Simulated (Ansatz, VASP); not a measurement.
Au in VASP and in Ansatz

```
CELL_PARAMETERS angstrom
0.00000 2.07896 2.07896
2.07896 0.00000 2.07896
2.07896 2.07896 0.00000
ATOMIC_POSITIONS crystal
Au 0.00000 0.00000 0.00000
```

Alike in both runs: functional PBE; k mesh 18 × 18 × 18; occupations gaussian, width 0.1 eV; no spin polarisation.

Ansatz relaxed the structure, and its values are those at the end. VASP's run is a single point on that final structure, the one shown.

```csv
,VASP,Ansatz
version,VASP 6.6.1,Ansatz 0.2.0
potentials or method,"VASP PAW PBE potentials, release 64 (Au), cutoff 520 eV","scalar-relativistic, plane waves, PAW"
valence electrons in the cell,11,19
```

|  | VASP | Ansatz | Ansatz less VASP |
| --- | --- | --- | --- |
| gap on the k mesh at the Fermi level (eV) | none | none | - |
| pressure (GPa) | -0.2 | 0.0 | +0.24 |

A gap of «none» marks a metal or a gap that the smearing closes. VASP's potentials hold 11 valence electrons a cell and Ansatz's 19, so a difference there can come from the potentials and not from the codes.

Spin-orbit coupling is off throughout.
